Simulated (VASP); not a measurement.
# Te (Imma) in VASP: notebook, part 2 of 2

VASP 6.6.1. The steps go on from the part before.

### 4 Single point, PBEsol

File INCAR:

```
ALGO = Normal
EDIFF = 1E-7
ENCUT = 520
GGA = PS
ISIF = 2
ISMEAR = -1
LASPH = T
LCHARG = F
LREAL = F
LWAVE = F
NBANDS = 13
NELM = 100
PREC = Accurate
SIGMA = 0.1
```

File KPOINTS:

```
k-points
0
Gamma
  10 10 10
```

File POSCAR:

```
Te
1.0
   -2.9577914600      3.8759656600      1.5351528900
    2.9577914600     -3.8759656600      1.5351528900
    2.9577914600      3.8759656600     -1.5351528900
Te
2
Direct
    0.9990709802      0.2490709802      0.7500000000
    0.0009290198      0.7509290198      0.2500000000
```

Potentials or basis: VASP PAW PBE potentials, release 64 (Te).

Started as:

```sh
> cat potpaw_PBE.64/Te/POTCAR > POTCAR
> mpirun -np 1 vasp_std > vasp.out
```

OUTCAR:

```text
EDIFF = 1E-7
   ENCUT = 520
   GGA = PS
   ISIF = 2
   ISMEAR = -1
   LASPH = T
   LREAL = F
   NELM = 100
   PREC = Accurate

 ion  position               nearest neighbor table
   1  0.999  0.249  0.750-   2 2.96   2 2.96
   2  0.001  0.751  0.250-   1 2.96   1 2.96

  LATTYP: Found a body centered orthorhombic cell.
 ALAT       =     3.0703057800
 B/A-ratio  =     1.9267080688
 C/A-ratio  =     2.5248075845

  Lattice vectors:

 A1 = (   2.9577914600,  -3.8759656600,   1.5351528900)
 A2 = (  -2.9577914600,  -3.8759656600,  -1.5351528900)
 A3 = (   2.9577914600,   3.8759656600,  -1.5351528900)

Analysis of symmetry for initial positions (statically):
=====================================================================
 Subroutine PRICEL returns:
 Original cell was already a primitive cell.

 Routine SETGRP: Setting up the symmetry group for a
 body centered orthorhombic supercell.

 Subroutine GETGRP returns: Found  8 space group operations
 (whereof  4 operations were pure point group operations)
 out of a pool of  8 trial point group operations.

The static configuration has the point symmetry C_2h.
 The point group associated with its full space group is D_2h.

Analysis of symmetry for dynamics (positions and initial velocities):
=====================================================================
 Subroutine PRICEL returns:
 Original cell was already a primitive cell.

 Routine SETGRP: Setting up the symmetry group for a
 body centered orthorhombic supercell.

 Subroutine GETGRP returns: Found  8 space group operations
 (whereof  4 operations were pure point group operations)
 out of a pool of  8 trial point group operations.

The dynamic configuration has the point symmetry C_2h.
 The point group associated with its full space group is D_2h.

 Subroutine INISYM returns: Found  8 space group operations
 (whereof  4 operations are pure point group operations),
 and found     1 'primitive' translations
[... 121 lines left out ...]
   LHFCALC =     F    Hartree Fock is set to
   AEXX    =    0.0000 exact exchange contribution
   IVDW    =     0    specifies the selected vdW correction
   LEPSILON=     F    determine dielectric tensor
   LRPA    =     F    only Hartree local field effects (RPA)
 non-spin polarized calculation
  energy-cutoff  :      520.00
  volume of cell :       70.40
 maximum number of plane-waves:      1923
 NGX is ok and might be reduce to    40
   NGX = 19   NGY = 19   NGZ = 19

 number of electron      11.9999999 magnetization

 Free energy of the ion-electron system (eV)
  ---------------------------------------------------
  ext. energy  EPLUGINS =         0.00000000
  ---------------------------------------------------
  free energy    TOTEN  =        -6.74705911 eV

  energy without entropy =       -6.70381657  energy(sigma->0) =       -6.72543784

 E-fermi :   5.0511     XC(G=0):  -9.0425

 val. band max:        5.0300495512   @ k =   0.4000  -0.3000   0.3000
 cond. band min:       5.0524623123   @ k =  -0.2000  -0.2000   0.2000
 fundamental gap:      0.0224127611
 Fermi energy:         5.0511341075

 k-point     1 :       0.0000    0.0000    0.0000
  band No.  band energies     occupation
      1      -8.2543      2.00000
      2      -5.1557      2.00000
      3      -0.4732      2.00000
      4       2.9667      2.00000
      5       3.4724      2.00000
      6       7.8930      0.00000
      7       8.0259      0.00000
      8       8.6294      0.00000
      9       8.8692      0.00000
     10       9.6472      0.00000
     11      12.7714      0.00000
     12      14.4090      0.00000
     13      15.6315      0.00000
[... 354 lines left out ...]
  band No.  band energies     occupation
      1      -7.8772      2.00000
      2      -5.5763      2.00000
      3       0.3883      2.00000
      4       2.8699      2.00000
      5       3.1516      2.00000
      6       6.5610      0.00000
      7       7.2340      0.00000
      8       8.1301      0.00000
      9       9.3680      0.00000
     10      10.5307      0.00000
     11      14.5856      0.00000
     12      14.8062      0.00000
     13      15.6195      0.00000

 [... further k-points ...]

------------------------ aborting loop because EDIFF is reached ----------------------------------------

  FORCE on cell =-STRESS in cart. coord.  units (eV):
  Direction    XX          YY          ZZ          XY          YZ          ZX
  --------------------------------------------------------------------------------------
  -------------------------------------------------------------------------------------
  Total       -0.2990251     -0.5947343     -1.0280763      0.0000000     -0.0000000      0.0000000
  in kB       -6.8054867    -13.5355049    -23.3978983      0.0000000     -0.0000000      0.0000000
  external PRESSURE =     -14.5796300 kB  Pullay stress =       0.0000000 kB

 VOLUME and BASIS-vectors are now :
 -----------------------------------------------------------------------------
  energy-cutoff  :      520.00
  volume of cell :       70.40
      direct lattice vectors                 reciprocal lattice vectors
    -2.957791460  3.875965660  1.535152890     0.000000000  0.129000111  0.325700458
     2.957791460 -3.875965660  1.535152890     0.169045048  0.000000000  0.325700458
     2.957791460  3.875965660 -1.535152890     0.169045048  0.129000111  0.000000000

 POSITION                                       TOTAL-FORCE (eV/Angst)
 -----------------------------------------------------------------------------------
      0.00000      5.81395      0.76472        -0.000000      0.000000      0.002201
      2.95779     -1.93798      0.77043         0.000000     -0.000000     -0.002201
 -----------------------------------------------------------------------------------
    total drift:                                0.000000     -0.000000      0.000000

  FREE ENERGIE OF THE ION-ELECTRON SYSTEM (eV)
  ---------------------------------------------------
  free  energy   TOTEN  =        -6.7470591061 eV

  energy  without entropy=       -6.7038165742  energy(sigma->0) =       -6.72543784
```

Wall time 2.1 min (1 thread of Intel Xeon Platinum 8488C (Sapphire Rapids), shared host); peak memory 0.31 GiB.

Results:

```
Free energy            : -6.7471 eV
Pressure               : -1.5 GPa
Band gap on the k mesh : zero (bands 6 and 7 overlap by 3.74 eV)
```

Forces on the atoms (eV/Å):
```
Te   0.000  0.000  0.002
Te   0.000  0.000 -0.002
```

Stress tensor (GPa, compression positive):
```
-0.68  0.00  0.00
 0.00 -1.35  0.00
 0.00  0.00 -2.34
```

Caveat: the PAW data sets were made with another functional, which shifts forces and pressure a little; spin-orbit coupling is left out, which moves the levels of the heavy elements.

### 5 Single point, PBEsol

File INCAR:

```
  ALGO = Normal
  EDIFF = 1E-7
  ENCUT = 520
  GGA = PS
  ISIF = 2
  ISMEAR = -1
  LASPH = True
  LCHARG = False
  LREAL = False
  LWAVE = False
  NBANDS = 13
  NELM = 100
  PREC = Accurate
  SIGMA = 0.1
```

KPOINTS is that of step 4.

POSCAR, as its differences from that of step 4:

```diff
@@ -9,2 +9,2 @@
     0.9990709802      0.2490709802      0.7500000000
-    0.0009290198      0.7509290198      0.2500000000
+    0.0172140428      0.7672140428      0.2500000000
```

Started as:

```sh
> cat potpaw_PBE.64/Te/POTCAR > POTCAR
> mpirun -np 1 vasp_std > vasp.out
```

Run time: 2.5 min. Hardware: 1 thread of Intel Xeon Platinum 8488C (Sapphire Rapids), shared host; peak memory 0.32 GiB.

The run converged. Its results:

- Free energy: -6.7465 eV
- Pressure: -1.5 GPa
- Largest force: 0.022 eV/Å
- Band gap on the k mesh: zero (bands 6 and 7 overlap by 3.74 eV)

Forces on the atoms (eV/Å):
```
Te   0.000  0.000  0.022
Te   0.000  0.000 -0.022
```

Stress tensor (GPa, compression positive):
```
-0.70  0.00  0.00
 0.00 -1.36  0.00
 0.00  0.00 -2.33
```

Levels at points of the mesh, in eV from the Fermi level:
```
           k point  band 2  band 3  band 4  band 5  band 6  band 7  band 8  band 9  band 10  band 11
(0.00, 0.00, 0.00)  -10.21   -5.52   -2.09   -1.58    2.85    2.97    3.58    3.82     4.59     7.73
(0.50, 0.00, 0.00)   -8.07   -5.62   -4.01   -3.47   -1.22    1.00    3.03    3.94     5.48     7.13
(0.00, 0.50, 0.00)   -9.93   -4.71   -4.69   -0.64   -0.52    0.12    0.14    6.05     6.28     6.28
(0.50, 0.50, 0.00)  -12.14   -2.45   -2.45   -1.80   -1.80    3.53    3.53    7.15     7.15     8.58
(0.50, 0.50, 0.50)  -10.62   -5.95   -4.58    0.58    2.49    3.91    4.90    7.34     7.38     7.43
```

Caveat: the PAW data sets were made with another functional, which shifts forces and pressure a little; spin-orbit coupling is left out, which moves the levels of the heavy elements.

### 6 Single point, PBEsol

File INCAR:

```
PREC     = Accurate       # precision mode
ENCUT    = 520            # plane-wave cutoff, eV
EDIFF    = 1E-6           # SCF threshold, eV
ISMEAR   = -1             # smearing method
SIGMA    = 0.1            # smearing width, eV
LREAL    = F              # projectors in reciprocal space
LASPH    = T              # aspherical terms in the spheres
NELM     = 60             # most SCF steps
ALGO     = Normal         # electronic algorithm
ISIF     = 2              # what is computed and relaxed
LWAVE    = F              # write WAVECAR
LCHARG   = T              # write CHGCAR
GGA      = PS             # functional
LELF     = T              # ELF
LVHAR    = T            
NBANDS   = 13             # bands
```

File KPOINTS:

```
Automatic mesh
0
Gamma
  10 10 10
```

POSCAR, as its differences from that of step 5:

```diff
@@ -9,2 +9,2 @@
     0.9990709802      0.2490709802      0.7500000000
-    0.0172140428      0.7672140428      0.2500000000
+    0.0334990657      0.7834990657      0.2500000000
```

Potentials or basis: VASP PAW PBE potentials, release 64 (Te).

Started as:

```sh
> cat potpaw_PBE.64/Te/POTCAR > POTCAR
> mpirun -np 1 vasp_std > vasp.out
```

Run time: 2 min. Hardware: 1 thread of Intel Xeon Platinum 8488C (Sapphire Rapids), shared host; peak memory 0.31 GiB.

It converged, with:

| Item | Value |
| --- | --- |
| Free energy | -6.7449 eV |
| Pressure | -1.5 GPa |
| Largest force | 0.041 eV/Å |
| Band gap on the k mesh | zero (bands 6 and 7 overlap by 3.75 eV) |

Forces on the atoms (eV/Å):
```
Te   0.000  0.000  0.041
Te   0.000  0.000 -0.041
```

Stress tensor (GPa, compression positive):
```
-0.74  0.00  0.00
 0.00 -1.36  0.00
 0.00  0.00 -2.31
```

Levels at points of the mesh, in eV from the Fermi level:
| k point | band 4 | band 5 | band 6 | band 7 | band 8 | band 9 |
| --- | --- | --- | --- | --- | --- | --- |
| (0.00, 0.00, 0.00) | -2.09 | -1.58 | 2.86 | 2.97 | 3.57 | 3.81 |
| (0.50, 0.00, 0.00) | -4.00 | -3.47 | -1.22 | 0.99 | 2.98 | 3.95 |
| (0.00, 0.50, 0.00) | -4.69 | -0.70 | -0.46 | 0.11 | 0.15 | 5.95 |
| (0.50, 0.50, 0.00) | -2.45 | -1.80 | -1.80 | 3.54 | 3.54 | 7.15 |
| (0.50, 0.50, 0.50) | -4.58 | 0.58 | 2.50 | 3.90 | 4.85 | 7.38 |

Caveat: the PAW data sets were made with another functional, which shifts forces and pressure a little; spin-orbit coupling is left out, which moves the levels of the heavy elements.

### 7 Overview

```tsv
cell	gap on the mesh (eV)	pressure (GPa)	largest force (eV/Å)
as given, atomic positions A	none	-1.5	0.04
as given, atomic positions B	none	-1.5	0.02
as given, atomic positions C	none	-1.5	-
as given, atomic positions D	none	-1.5	0.02
as given, atomic positions E	none	-1.5	0.04
```

Alike in all rows: task single point; level PBEsol; potentials or basis VASP PAW PBE potentials, release 64 (Te); no spin polarisation; k mesh 10 × 10 × 10; cutoff (eV) 520; smearing fermi-dirac 0.1 eV.

Caveats: the PAW data sets were made with another functional, which shifts forces and pressure a little; spin-orbit coupling is left out, which moves the levels of the heavy elements.

Absolute energies hang on the potentials; compare differences alone.

The gap in the log of VASP goes by the Fermi energy; the results here count the filled bands.